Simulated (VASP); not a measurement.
Runs of VASP 6.6.1 on Ni. The structure is that of space group Fm-3m (No. 225), or close to it. The cells are those of the table. 

```tsv
task	cell	k mesh	cutoff (eV)	gap on the mesh (eV)	pressure (GPa)	moment (μB)	relaxed volume (Å³/atom)
single point	a = 2.449 Å, angles 60.0°, 1 atom	20 × 20 × 20	520	none	-0.1	0.62	-
relaxation of cell and atoms	relaxed from a = 2.451 Å, angles 60.0°, 1 atom	20 × 20 × 20	600	none	0.1	0.62	10.38
relaxation of cell and atoms	relaxed from a = 2.492 Å, angles 60.0°, 1 atom	10 × 10 × 10	600	none	-0.1	0.71	10.41
single point	a = 2.492 Å, angles 60.0°, 1 atom	8 × 8 × 8	520	none	(a)	(b)	-
single point	a = 2.451 Å, angles 60.0°, 1 atom	10 × 10 × 10	520	none	-0.2	0.71	-
```

Alike in all rows: level PBEsol; potentials or basis VASP PAW PBE potentials, release 64 (Ni); spin collinear, ferromagnetic start; smearing gaussian 0.1 eV.

Task: Estimate the missing entries.

Result: (a) -10.2; (b) 0.70.

Caveats: some runs use coarse meshes; the PAW data sets were made with another functional, which shifts forces and pressure a little.

A gap of «none» marks levels without a gap at the run's occupations.
